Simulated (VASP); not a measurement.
# BeSe2 (P6_3/mmc) in VASP: further runs

The runs below take BeSe2 through single point, with PBEsol, r2SCAN.

All numbers are computed with VASP 6.6.1; they aren't measurements. Logs are shortened: lines on timing, memory, paths and dates and some standing lists are left out, and cuts for length are marked.

### 1 The cell of the first run

The structure is hexagonal, space group P6_3/mmc (No. 194). Conventional cell: a = 3.185 Å, b = 3.185 Å, c = 12.555 Å, α = 90.00°, β = 90.00°, γ = 120.00°. Within 3.2 Å of Be (site symmetry -6m2) lie 6 Se at 2.45 Å and 6 Be at 3.18 Å. Within 3.2 Å of Se (site symmetry 3m) lie 3 Be at 2.45 Å and 6 Se at 3.18 Å.

### 2 Single point, PBEsol

The input, INCAR:

```
SYSTEM = BeSe2
PREC     = Accurate       ! precision mode
ENCUT    = 520            ! plane-wave cutoff, eV
EDIFF    = 1E-6           ! SCF threshold, eV
ISMEAR   = 1              ! smearing method
SIGMA    = 0.0559         ! smearing width, eV
LREAL    = .False.        ! projectors in reciprocal space
LASPH    = .True.         ! aspherical terms in the spheres
NELM     = 100            ! most SCF steps
ALGO     = Normal         ! electronic algorithm
ISIF     = 2              ! what is computed and relaxed
LWAVE    = .False.        ! write WAVECAR
LCHARG   = .False.        ! write CHGCAR
GGA      = PS             ! functional
NELECT   = 27.0         
NBANDS   = 23             ! bands
```

The input, KPOINTS:

```
regular mesh
0
Gamma
  6 6 2
  0 0 0
```

The input, POSCAR:

```
BeSe2
1.0
    1.5923720000      2.7580660000      0.0000000000
   -1.5923720000      2.7580660000      0.0000000000
    0.0000000000      0.0000000000     12.5550550000
Be Se
2 4
Direct
    0.3333300000      0.3333400000      0.2500000000
    0.6666600000      0.6666700000      0.7500000000
    0.3333300000      0.3333400000      0.6210000000
    0.6666600000      0.6666700000      0.1210000000
    0.3333300000      0.3333400000      0.8790000000
    0.6666700000      0.6666700000      0.3790000000
```

Potentials or basis: VASP PAW PBE potentials, release 64 (Be, Se).

Command:

```console
$ cat potpaw_PBE.64/Be/POTCAR potpaw_PBE.64/Se/POTCAR > POTCAR
$ mpirun -np 1 vasp_std > vasp.out
```

OUTCAR:

```text
SYSTEM = BeSe2
   PREC = Accurate
   ENCUT = 520
   EDIFF = 1E-6
   ISMEAR = 1
   LREAL = .False.
   LASPH = .True.
   NELM = 100
   ISIF = 2
   GGA = PS
   NELECT = 27.0

 ion  position               nearest neighbor table
   1  0.333  0.333  0.250-   4 2.45   6 2.45   6 2.45   4 2.45   4 2.45   6 2.45
   2  0.667  0.667  0.750-   3 2.45   5 2.45   3 2.45   5 2.45   3 2.45   5 2.45
   3  0.333  0.333  0.621-   2 2.45   2 2.45   2 2.45
   4  0.667  0.667  0.121-   1 2.45   1 2.45   1 2.45
   5  0.333  0.333  0.879-   2 2.45   2 2.45   2 2.45
   6  0.667  0.667  0.379-   1 2.45   1 2.45   1 2.45

  LATTYP: Found a hexagonal cell.
 ALAT       =     3.1847412213
 C/A-ratio  =     3.9422528009

  Lattice vectors:

 A1 = (   1.5923720000,  -2.7580660000,   0.0000000000)
 A2 = (   1.5923720000,   2.7580660000,   0.0000000000)
 A3 = (   0.0000000000,   0.0000000000,  12.5550550000)

Analysis of symmetry for initial positions (statically):
=====================================================================
 Subroutine PRICEL returns:
 Original cell was already a primitive cell.

 Routine SETGRP: Setting up the symmetry group for a
 hexagonal supercell.

 Subroutine GETGRP returns: Found  1 space group operations
 (whereof  1 operations were pure point group operations)
 out of a pool of 24 trial point group operations.

The static configuration has the point symmetry C_1 .

Analysis of symmetry for dynamics (positions and initial velocities):
=====================================================================
 Subroutine PRICEL returns:
 Original cell was already a primitive cell.

 Routine SETGRP: Setting up the symmetry group for a
 hexagonal supercell.

 Subroutine GETGRP returns: Found  1 space group operations
 (whereof  1 operations were pure point group operations)
 out of a pool of 24 trial point group operations.

The dynamic configuration has the point symmetry C_1 .

 Subroutine INISYM returns: Found  1 space group operations
 (whereof  1 operations are pure point group operations),
 and found     1 'primitive' translations

----------------------------------------------------------------------------------------

                                     Primitive cell

  volume of cell :     110.2803

  direct lattice vectors                    reciprocal lattice vectors
     1.592372000  2.758066000  0.000000000     0.313996981  0.181286452  0.000000000
    -1.592372000  2.758066000  0.000000000    -0.313996981  0.181286452  0.000000000
     0.000000000  0.000000000 12.555055000     0.000000000  0.000000000  0.079649193

  length of vectors
     3.184741221  3.184741221 12.555055000     0.362572588  0.362572588  0.079649193

  position of ions in fractional coordinates (direct lattice)
     0.333330000  0.333340000  0.250000000
     0.666660000  0.666670000  0.750000000
     0.333330000  0.333340000  0.621000000
     0.666660000  0.666670000  0.121000000
     0.333330000  0.333340000  0.879000000
     0.666670000  0.666670000  0.379000000

  ion indices of the primitive-cell ions
   primitive index   ion index
                 1           1
                 2           2
                 3           3
                 4           4
                 5           5
                 6           6

----------------------------------------------------------------------------------------

 KPOINTS: regular mesh

Automatic generation of k-mesh.
 Grid dimensions read from file:
 generate k-points for:    6    6    2

 Generating k-lattice:

  Cartesian coordinates                     Fractional coordinates (reciprocal lattice)
     0.052332830  0.030214409  0.000000000     0.166666667  0.000000000  0.000000000
    -0.052332830  0.030214409  0.000000000     0.000000000  0.166666667  0.000000000
     0.000000000  0.000000000  0.039824597     0.000000000  0.000000000  0.500000000

  Length of vectors
     0.060428765  0.060428765  0.039824597

  Shift w.r.t. Gamma in fractional coordinates (k-lattice)
     0.000000000  0.000000000  0.000000000

 Subroutine IBZKPT returns following result:
 ===========================================

 Found     40 irreducible k-points:

 Following reciprocal coordinates:
            Coordinates               Weight
  0.000000  0.000000  0.000000      1.000000
  0.166667 -0.000000  0.000000      2.000000
  0.166667  0.166667  0.000000      2.000000
 -0.000000  0.166667  0.000000      2.000000
  0.333333 -0.000000  0.000000      2.000000
  0.333333  0.333333  0.000000      2.000000
[... 16 lines left out ...]
  0.166667  0.166667  0.500000      2.000000
 -0.000000  0.166667  0.500000      2.000000
 [... further k-points ...]
   k-points           NKPTS =     40   k-points in BZ     NKDIM =     40   number of bands    NBANDS=     23
   number of dos      NEDOS =    301   number of ions     NIONS =      6
   total plane-waves  NPLWV =  55296
   dimension x,y,z NGX =    24 NGY =   24 NGZ =   96
   dimension x,y,z NGXF=    48 NGYF=   48 NGZF=  192
   ions per type =               2   4
   NGX,Y,Z   is equivalent  to a cutoff of  12.53, 12.53, 12.71 a.u.
   NGXF,Y,Z  is equivalent  to a cutoff of  25.06, 25.06, 25.42 a.u.
 SYSTEM =  BeSe2
   PREC   = accura    normal or accurate (medium, high low for compatibility)
   ISTART =      0    job   : 0-new  1-cont  2-samecut
   ICHARG =      2    charge: 1-file 2-atom 10-const
   ISPIN  =      1    spin polarized calculation?
   LNONCOLLINEAR =      F non collinear calculations
   LSORBIT =      F    spin-orbit coupling
   LASPH  =      T    aspherical Exc in radial PAW
   ENCUT  =  520.0 eV  38.22 Ry    6.18 a.u.   5.92  5.92 23.34*2*pi/ulx,y,z
   NELM   =    100;   NELMIN=  2; NELMDL= -5     # of ELM steps
   EDIFF  = 0.1E-05   stopping-criterion for ELM
   LREAL  =      F    real-space projection
   EDIFFG = 0.1E-04   stopping-criterion for IOM
   NSW    =      0    number of steps for IOM
   IBRION =     -1    ionic relax: 0-MD 1-quasi-New 2-CG
   NFREE  =      0    steps in history (QN), initial steepest desc. (CG)
   ISIF   =      2    stress and relaxation
   ISYM   =      2    0-nonsym 1-usesym 2-fastsym
   POTIM  = 0.5000    time-step for ionic-motion
   TEBEG  =    0.0;   TEEND  =   0.0 temperature during run
   PSTRESS=    0.0 pullay stress
   NELECT =      27.0000    total number of electrons
   NUPDOWN=      -1.0000    fix difference up-down
   EMIN   =  10.00;   EMAX   =-10.00  energy-range for DOS
   EFERMI =   0.00;   METHOD = LEGACY
   ISMEAR =     1;   SIGMA  =   0.06  broadening in eV -4-tet -1-fermi 0-gaus
   EFERMI_NEDOS =   21; number of points for ismear=-14 and -15
   IALGO  =     38    algorithm
   IMIX   =      4    mixing-type and parameters
     AMIX     =   0.40;   BMIX     =  1.00
     AMIX_MAG =   1.60;   BMIX_MAG =  1.00
  volume/ion in A,a.u.               =      18.38       124.03
  Fermi-wavevector in a.u.,A,eV,Ry     =   1.024150  1.935362 14.270917  1.048883
  Thomas-Fermi vector in A             =   2.157921
   LORBIT       =      0    0 simple, 1 ext, 2 COOP (PROOUT), +10 PAW based schemes
   GGA     = PS    functional components
   LHFCALC =     F    Hartree Fock is set to
   AEXX    =    0.0000 exact exchange contribution
   IVDW    =     0    specifies the selected vdW correction
   LEPSILON=     F    determine dielectric tensor
   LRPA    =     F    only Hartree local field effects (RPA)
 non-spin polarized calculation
 Methfessel and Paxton  Order N= 1 SIGMA  =   0.06
  energy-cutoff  :      520.00
  volume of cell :      110.28
 maximum number of plane-waves:      3004
   NGX = 11   NGY = 11   NGZ = 47

 number of electron      27.0000004 magnetization

 Free energy of the ion-electron system (eV)
  ---------------------------------------------------
  ext. energy  EPLUGINS =         0.00000000
  ---------------------------------------------------
  free energy    TOTEN  =       -27.02771520 eV

  energy without entropy =      -27.02336567  energy(sigma->0) =      -27.02626535

 E-fermi :   3.8700     XC(G=0):  -9.9050

 val. band max:        3.8686039726   @ k =   0.1667  -0.0000   0.5000
 cond. band min:       3.9078454713   @ k =   0.1667   0.1667   0.0000
 fundamental gap:      0.0392414987
 Fermi energy:         3.8699857076

 k-point     1 :       0.0000    0.0000    0.0000
  band No.  band energies     occupation
      1     -10.7368      2.00000
      2     -10.3731      2.00000
      3     -10.0402      2.00000
      4      -9.5246      2.00000
      5      -2.1972      2.00000
      6      -0.4611      2.00000
[... 15 lines left out ...]
     22      11.1231      0.00000
     23      11.5694      0.00000

 k-point     2 :       0.1667   -0.0000    0.0000
  band No.  band energies     occupation
      1     -10.3439      2.00000
      2      -9.9949      2.00000
      3      -9.6428      2.00000
      4      -9.1481      2.00000
      5      -1.7842      2.00000
      6      -0.1795      2.00000
[... 15 lines left out ...]
     22      11.6346      0.00000
     23      11.8753      0.00000

 k-point     3 :       0.1667    0.1667    0.0000
  band No.  band energies     occupation
      1     -10.3439      2.00000
      2      -9.9949      2.00000
      3      -9.6428      2.00000
      4      -9.1481      2.00000
      5      -1.7842      2.00000
      6      -0.1795      2.00000
[... 15 lines left out ...]
     22      11.6345      0.00000
     23      11.8753      0.00000
[... 495 lines left out ...]
 k-point    23 :       0.1667    0.1667    0.5000
  band No.  band energies     occupation
      1     -10.2192      2.00000
      2     -10.2191      2.00000
      3      -9.3477      2.00000
      4      -9.3477      2.00000
      5      -1.2224      2.00000
      6      -1.2224      2.00000
[... 15 lines left out ...]
     22      11.5644      0.00000
     23      11.9644      0.00000

 k-point    24 :      -0.0000    0.1667    0.5000
  band No.  band energies     occupation
      1     -10.2192      2.00000
      2     -10.2191      2.00000
      3      -9.3478      2.00000
      4      -9.3477      2.00000
      5      -1.2225      2.00000
      6      -1.2224      2.00000
[... 15 lines left out ...]
     22      11.5645      0.00000
     23      11.9644      0.00000

 [... further k-points ...]
[... 5 lines left out ...]
  --------------------------------------------------------------------------------------
  -------------------------------------------------------------------------------------
  Total      -12.0448237    -12.0446954    -15.0212600      0.0000302     -0.0000882     -0.0000505
  in kB     -174.9899980   -174.9881342   -218.2323567      0.0004385     -0.0012817     -0.0007340
  external PRESSURE =    -189.4034963 kB  Pullay stress =       0.0000000 kB

 VOLUME and BASIS-vectors are now :
 -----------------------------------------------------------------------------
  energy-cutoff  :      520.00
  volume of cell :      110.28
      direct lattice vectors                 reciprocal lattice vectors
     1.592372000  2.758066000  0.000000000     0.313996981  0.181286452  0.000000000
    -1.592372000  2.758066000  0.000000000    -0.313996981  0.181286452  0.000000000
     0.000000000  0.000000000 12.555055000     0.000000000  0.000000000  0.079649193

 POSITION                                       TOTAL-FORCE (eV/Angst)
 -----------------------------------------------------------------------------------
     -0.00002      1.83872      3.13876         0.000013     -0.000009      0.000298
     -0.00002      3.67741      9.41629         0.000001      0.000033     -0.000240
     -0.00002      1.83872      7.79669        -0.000042     -0.000080      0.582306
     -0.00002      3.67741      1.51916        -0.000037     -0.000051      0.581978
     -0.00002      1.83872     11.03589         0.000037      0.000048     -0.582043
      0.00000      3.67744      4.75837         0.000028      0.000059     -0.582300
 -----------------------------------------------------------------------------------
    total drift:                                0.000001      0.000001     -0.000371

  FREE ENERGIE OF THE ION-ELECTRON SYSTEM (eV)
  ---------------------------------------------------
  free  energy   TOTEN  =       -27.0277151957 eV

  energy  without entropy=      -27.0233656718  energy(sigma->0) =      -27.02626535
```

Run time: 60 s. Hardware: 1 thread of Intel Xeon Platinum 8375C at 2.90GHz (Ice Lake), shared host; peak memory 0.27 GiB.

What came out:

```
Free energy   : -27.0277 eV
Largest force : 0.582 eV/Å
```

Forces on the atoms (eV/Å):
```
Be   0.000  0.000  0.000
Be   0.000  0.000  0.000
Se   0.000  0.000  0.582
Se   0.000  0.000  0.582
Se   0.000  0.000 -0.582
Se   0.000  0.000 -0.582
```

Levels at points of the mesh, in eV from the Fermi level:
```tsv
k point	band 11	band 12	band 13	band 14	band 15	band 16	band 17	band 18
(0.00, 0.00, 0.00)	1.59	1.59	2.16	2.16	2.35	2.35	4.73	7.02
(0.50, 0.00, 0.00)	-0.74	-0.61	-0.49	0.31	0.53	0.73	2.44	2.99
(0.50, 0.50, 0.00)	-0.74	-0.61	-0.49	0.31	0.53	0.73	2.44	2.99
(0.00, 0.50, 0.00)	-0.74	-0.61	-0.49	0.31	0.53	0.73	2.44	2.99
(0.00, 0.00, 0.50)	1.51	1.51	2.27	2.27	2.27	2.27	5.91	5.91
(0.50, 0.00, 0.50)	-0.64	-0.64	-0.17	-0.17	0.54	0.54	2.93	2.93
(0.50, 0.50, 0.50)	-0.64	-0.64	-0.17	-0.17	0.54	0.54	2.93	2.93
(0.00, 0.50, 0.50)	-0.64	-0.64	-0.17	-0.17	0.54	0.54	2.93	2.93
```

Caveat: the k points lie up to 0.38 Å⁻¹ apart; the cell carries a net charge on a neutralising background, which shifts energy and pressure; the cell is charged against a uniform background, so pressure and absolute levels hang on convention; the PAW data sets were made with another functional, which shifts forces and pressure a little; this functional lacks dispersion, which binds the layers, so the pressure and a relaxed spacing across them are unreliable.

(Continued in part 2 of 2.)
